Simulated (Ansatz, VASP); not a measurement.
## Two plane-wave programs on MoS2

```xyz
6
Lattice="3.1222 0.0000 0.0000 -1.5611 2.7039 0.0000 0.0000 0.0000 12.0761" Properties=species:S:1:pos:R:3 pbc="T T T"
Mo    0.0000    1.8026    3.0190
Mo    1.5611    0.9013    9.0571
S     0.0000    1.8026    7.5028
S     1.5611    0.9013    1.4647
S     0.0000    1.8026   10.6113
S     1.5611    0.9013    4.5733
```

Alike in both runs: functional LDA; k mesh 12 × 12 × 4; occupations fermi-dirac, width 0.08 eV; no spin polarisation.

Ansatz relaxed the structure, and its values are those at the end. VASP's run is a single point on that final structure, the one shown.

```csv
,VASP,Ansatz
version,VASP 6.6.1,Ansatz 0.2.0
potentials or method,"VASP PAW LDA potentials, release 64 (Mo_sv, S)","PAW with Ansatz's default frozen-core files, scalar-relativistic"
plane-wave cutoff (eV),520,420
valence electrons in the cell,52,52
```

```csv
,VASP,Ansatz,Ansatz less VASP
pressure (GPa),0.1,0.0,-0.12
rms of the force components (eV/Å),0.007,0.001,-0.0058
```

LDA's correlation is that of Perdew and Zunger in VASP and of Perdew and Wang (1992) in Ansatz.
